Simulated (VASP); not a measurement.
# GaB (P4/mmm) in VASP: relaxation of cell and atoms with PBEsol-based screened hybrid with 25 % exact exchange

Aim: the relaxation of cell and atoms of GaB with PBEsol-based screened hybrid with 25 % exact exchange.

All numbers are computed with VASP 6.6.1; they aren't measurements. Logs are shortened: lines on timing, memory, paths and dates and some standing lists are left out, and cuts for length are marked.

**1. The cell of the first run**

The structure is tetragonal, space group P4/mmm (No. 123). The conventional cell has a = 2.718 Å, b = 2.718 Å, c = 3.236 Å, α = 90.00°, β = 90.00°, γ = 90.00°. Within 3.3 Å of Ga (site symmetry 4/mmm) lie 8 B at 2.51 Å and 6 Ga at 2.72 to 3.24 Å. Within 3.3 Å of B (site symmetry 4/mmm) lie 8 Ga at 2.51 Å and 6 B at 2.72 to 3.24 Å.

**2. Relaxation of cell and atoms, PBEsol-based screened hybrid with 25 % exact exchange**

Input file POSCAR:

```
GaB
1.0
    2.7182400000      0.0000000000      0.0000000000
    0.0000000000      2.7182400000      0.0000000000
    0.0000000000      0.0000000000      3.2362100000
Ga B
1 1
Direct
    0.5000000000      0.5000000000      0.5000000000
    0.0000000000      0.0000000000      0.0000000000
```

Input file INCAR.step1:

```
  ALGO = Normal
  EDIFF = 1E-5
  ENCUT = 600
  GGA = PE
  ISMEAR = -1
  LASPH = True
  LCHARG = False
  LREAL = False
  LWAVE = True
  NBANDS = 15
  NELM = 80
  PREC = Accurate
  SIGMA = 0.05
```

Input file INCAR.step2:

```
  AEXX = 0.25
  ALGO = Normal
  EDIFF = 1E-7
  EDIFFG = -0.01
  ENCUT = 600
  GGA = PS
  HFSCREEN = 0.207
  IBRION = 2
  ISIF = 3
  ISMEAR = -1
  ISTART = 1
  LASPH = True
  LCHARG = False
  LHFCALC = True
  LREAL = False
  LWAVE = False
  NELM = 80
  NSW = 60
  PREC = Accurate
  PRECFOCK = Normal
  SIGMA = 0.05
```

Input file KPOINTS:

```
k-points
0
Gamma
  5 5 4
```

Potentials or basis: VASP PAW PBE potentials, release 64 (Ga_d, B).

On the command line:

```
> cat potpaw_PBE.64/Ga_d/POTCAR potpaw_PBE.64/B/POTCAR > POTCAR
> cp INCAR.step1 INCAR
> mpirun -np 1 vasp_std > vasp.out
> cp INCAR.step2 INCAR
> mpirun -np 1 vasp_std > vasp.out
```

OUTCAR:

```text
AEXX = 0.25
   EDIFF = 1E-7
   EDIFFG = -0.01
   ENCUT = 600
   GGA = PS
   HFSCREEN = 0.207
   IBRION = 2
   ISIF = 3
   ISMEAR = -1
   ISTART = 1
   LASPH = True
   LHFCALC = True
   LREAL = False
   NELM = 80
   NSW = 60
   PREC = Accurate
   PRECFOCK = Normal

 ion  position               nearest neighbor table
   1  0.500  0.500  0.500-   2 2.51   2 2.51   2 2.51   2 2.51   2 2.51   2 2.51   2 2.51   2 2.51

   2  0.000  0.000  0.000-   1 2.51   1 2.51   1 2.51   1 2.51   1 2.51   1 2.51   1 2.51   1 2.51

  LATTYP: Found a simple tetragonal cell.
 ALAT       =     2.7182400000
 C/A-ratio  =     1.1905534463

  Lattice vectors:

 A1 = (   2.7182400000,   0.0000000000,   0.0000000000)
 A2 = (   0.0000000000,   2.7182400000,   0.0000000000)
 A3 = (   0.0000000000,   0.0000000000,   3.2362100000)

Analysis of symmetry for initial positions (statically):
=====================================================================
 Subroutine PRICEL returns:
 Original cell was already a primitive cell.

 Routine SETGRP: Setting up the symmetry group for a
 simple tetragonal supercell.

 Subroutine GETGRP returns: Found 16 space group operations
 (whereof 16 operations were pure point group operations)
 out of a pool of 16 trial point group operations.

The static configuration has the point symmetry D_4h.

Analysis of symmetry for dynamics (positions and initial velocities):
=====================================================================
 Subroutine PRICEL returns:
 Original cell was already a primitive cell.

 Routine SETGRP: Setting up the symmetry group for a
 simple tetragonal supercell.

 Subroutine GETGRP returns: Found 16 space group operations
 (whereof 16 operations were pure point group operations)
 out of a pool of 16 trial point group operations.

The dynamic configuration has the point symmetry D_4h.

 Subroutine INISYM returns: Found 16 space group operations
 (whereof 16 operations are pure point group operations),
 and found     1 'primitive' translations

----------------------------------------------------------------------------------------

                                     Primitive cell

  volume of cell :      23.9118

  direct lattice vectors                    reciprocal lattice vectors
     2.718240000  0.000000000  0.000000000     0.367885102  0.000000000  0.000000000
     0.000000000  2.718240000  0.000000000     0.000000000  0.367885102  0.000000000
     0.000000000  0.000000000  3.236210000     0.000000000  0.000000000  0.309003433

  length of vectors
     2.718240000  2.718240000  3.236210000     0.367885102  0.367885102  0.309003433

  position of ions in fractional coordinates (direct lattice)
     0.500000000  0.500000000  0.500000000
[... 73 lines left out ...]
   EDIFFG = -.1E-01   stopping-criterion for IOM
   NSW    =     60    number of steps for IOM
   IBRION =      2    ionic relax: 0-MD 1-quasi-New 2-CG
   NFREE  =      1    steps in history (QN), initial steepest desc. (CG)
   ISIF   =      3    stress and relaxation
   ISYM   =      3    0-nonsym 1-usesym 2-fastsym
   POTIM  = 0.5000    time-step for ionic-motion
   TEBEG  =    0.0;   TEEND  =   0.0 temperature during run
   PSTRESS=    0.0 pullay stress
   NELECT =      16.0000    total number of electrons
   NUPDOWN=      -1.0000    fix difference up-down
   EMIN   =  10.00;   EMAX   =-10.00  energy-range for DOS
   EFERMI =   0.00;   METHOD = LEGACY
   ISMEAR =    -1;   SIGMA  =   0.05  broadening in eV -4-tet -1-fermi 0-gaus
   EFERMI_NEDOS =   21; number of points for ismear=-14 and -15
   IALGO  =     38    algorithm
   IMIX   =      1    mixing-type and parameters
     AMIX     =   0.40;   BMIX     =  1.00
     AMIX_MAG =   1.60;   BMIX_MAG =  1.00
  volume/ion in A,a.u.               =      11.96        80.68
  Fermi-wavevector in a.u.,A,eV,Ry     =   1.431894  2.705886 27.896285  2.050319
  Thomas-Fermi vector in A             =   2.551580
   LORBIT       =      0    0 simple, 1 ext, 2 COOP (PROOUT), +10 PAW based schemes
   GGA     = PS    functional components
   LHFCALC =     T    Hartree Fock is set to
   PRECFOCK=normal    Normal, Fast or Accurate (Low or Medium for compatibility)
   ENCUT4O =  -1.0   cutoff for four orbital integrals eV
   NKREDX  =     1    reduce k-point grid by
   NKREDY  =     1    reduce k-point grid by
   NKREDZ  =     1    reduce k-point grid by
   AEXX    =    0.2500 exact exchange contribution
   HFSCREEN=    0.2070 screening length (either q_TF or 0.3 A-1)
   HFSCREENC=   0.2070 screening length for correlation (either q_TF or 0.3 A-1)
   ENCUTFOCK=  -1.0 apply spherical cutoff to Coloumb kernel
   IVDW    =     0    specifies the selected vdW correction
   LEPSILON=     F    determine dielectric tensor
   LRPA    =     F    only Hartree local field effects (RPA)
 conjugate gradient relaxation of ions
 non-spin polarized calculation
  energy-cutoff  :      600.00
  volume of cell :       23.91
 maximum number of plane-waves:       813
 NGX is ok and might be reduce to    24
  NGX = 18; NGY = 18; NGZ = 20

--------------------------------------- Ionic step        1  -------------------------------------------

 number of electron      16.0000003 magnetization

 Free energy of the ion-electron system (eV)
  ---------------------------------------------------
  ext. energy  EPLUGINS =         0.00000000
  ---------------------------------------------------
  free energy    TOTEN  =        -8.63119943 eV

  energy without entropy =       -8.62393109  energy(sigma->0) =       -8.62756526

 E-fermi :   6.8682     XC(G=0):  -9.8009

 val. band max:        6.8575159517   @ k =   0.4000   0.4000   0.2500
 cond. band min:       7.3543655824   @ k =   0.2000   0.2000   0.2500
 fundamental gap:      0.4968496307
 Fermi energy:         6.8682437942

 k-point     1 :       0.0000    0.0000    0.0000
  band No.  band energies     occupation
      1     -11.4194      2.00000
      2     -11.2581      2.00000
      3     -10.9677      2.00000
      4     -10.9677      2.00000
      5     -10.9067      2.00000
      6      -8.2871      2.00000
      7       4.7521      2.00000
      8       9.1102      0.00000
      9      10.0173      0.00000
     10      10.0173      0.00000
     11      16.6396      0.00000
     12      16.8614      0.00000
[... 432 lines left out ...]
--------------------------------------- Ionic step        6  -------------------------------------------

 number of electron      16.0000005 magnetization

 Free energy of the ion-electron system (eV)
  ---------------------------------------------------
  ext. energy  EPLUGINS =         0.00000000
  ---------------------------------------------------
  free energy    TOTEN  =        -8.66305452 eV

  energy without entropy =       -8.65714095  energy(sigma->0) =       -8.66009773

 E-fermi :   7.5227     XC(G=0): -10.0229

 val. band max:        7.5211852500   @ k =   0.4000   0.4000   0.2500
 cond. band min:       8.0538205030   @ k =   0.2000   0.2000   0.2500
 fundamental gap:      0.5326352530
 Fermi energy:         7.5226510738

 k-point     1 :       0.0000    0.0000    0.0000
  band No.  band energies     occupation
      1     -10.8740      2.00000
      2     -10.7023      2.00000
      3     -10.3610      2.00000
      4     -10.3610      2.00000
      5     -10.2911      2.00000
      6      -8.2437      2.00000
      7       5.3455      2.00000
      8      10.3181      0.00000
      9      10.6444      0.00000
     10      10.6444      0.00000
     11      17.5934      0.00000
     12      17.6209      0.00000
[... 282 lines left out ...]
  FREE ENERGIE OF THE ION-ELECTRON SYSTEM (eV)
  ---------------------------------------------------
  free  energy   TOTEN  =        -8.6630545186 eV

  energy  without entropy=       -8.6571409484  energy(sigma->0) =       -8.66009773

 reached required accuracy - stopping structural energy minimisation
```

OUTCAR.step1:

```text
EDIFF = 1E-5
   ENCUT = 600
   GGA = PE
   ISMEAR = -1
   LASPH = True
[... 538 lines left out ...]
      1.35912      1.35912      1.61810         0.000000      0.000000      0.000000
      0.00000      0.00000      0.00000         0.000000      0.000000      0.000000
 -----------------------------------------------------------------------------------
    total drift:                                0.000000      0.000000     -0.000000

  FREE ENERGIE OF THE ION-ELECTRON SYSTEM (eV)
  ---------------------------------------------------
  free  energy   TOTEN  =        -7.1247013555 eV

  energy  without entropy=       -7.1158143792  energy(sigma->0) =       -7.12025787
```

OSZICAR.step1:

```text
N       E                     dE             d eps       ncg     rms          rms(c)
DAV:   1     0.705754951314E+02    0.70575E+02   -0.85534E+03   562   0.205E+03
DAV:   2    -0.263136351112E+01   -0.73207E+02   -0.68512E+02   596   0.344E+02
DAV:   3    -0.732854089209E+01   -0.46972E+01   -0.46523E+01   610   0.610E+01
DAV:   4    -0.737094365093E+01   -0.42403E-01   -0.42383E-01   610   0.623E+00
DAV:   5    -0.737134326854E+01   -0.39962E-03   -0.39961E-03   659   0.607E-01    0.213E+00
DAV:   6    -0.714888148107E+01    0.22246E+00   -0.22944E-01   769   0.110E+01    0.923E-01
DAV:   7    -0.712802770369E+01    0.20854E-01   -0.33426E-02   760   0.156E+00    0.406E-01
DAV:   8    -0.712483440432E+01    0.31933E-02   -0.39271E-03   720   0.928E-01    0.761E-02
DAV:   9    -0.712470111665E+01    0.13329E-03   -0.39003E-04   682   0.379E-01    0.159E-02
DAV:  10    -0.712470135553E+01   -0.23889E-06   -0.14456E-05   542   0.400E-02
   1 F= -.71247014E+01 E0= -.71202579E+01  d E =-.888698E-02
```

It took 56 min on 1 thread of AMD EPYC 7R13 (Zen 3), shared host; peak memory 0.23 GiB.

Results:

```
Free energy                           : -8.6631 eV
Relaxed volume                        : 11.27 Å³/atom
Relaxed cell                          : a = 2.672 Å, b = 2.672 Å, c = 3.155 Å, α = 90.00°, β = 90.00°, γ = 90.00°
Space group after relaxing (to 0.1 Å) : P4/mmm (No. 123)
Energy gained by relaxing             : 15.9 meV/atom
Ionic steps                           : 6
Pressure after relaxing               : 0.0 GPa
Band gap on the k mesh                : zero (bands 8 and 9 overlap by 8.09 eV)
```

Step by step:
| step | energy change (eV) | largest force (eV/Å) | pressure (GPa) | volume (Å³) |
| --- | --- | --- | --- | --- |
| 1 | 0.0000 | 0.0000 | -6.69 | 23.91 |
| 2 | -0.0300 | 0.0000 | 1.92 | 22.22 |
| 3 | -0.0318 | 0.0000 | 0.01 | 22.53 |
| 4 | -0.0318 | 0.0000 | 0.24 | 22.50 |
| 5 | -0.0318 | 0.0000 | -0.15 | 22.55 |
| 6 | -0.0319 | 0.0000 | 0.04 | 22.53 |

Final structure:
```
Ga B
1.0
     2.67248    0.00000    0.00000
     0.00000    2.67248    0.00000
     0.00000    0.00000    3.15496
Ga B
1 1
Direct
  0.50000 0.50000 0.50000
  0.00000 0.00000 0.00000
```

Caveat: the k points lie up to 0.50 Å⁻¹ apart in the final cell, too coarse for converged energies and pressures of a metal; the PAW data sets were made with another functional, which shifts forces and pressure a little.

The gap in the log of VASP goes by the Fermi energy; the results here count the filled bands.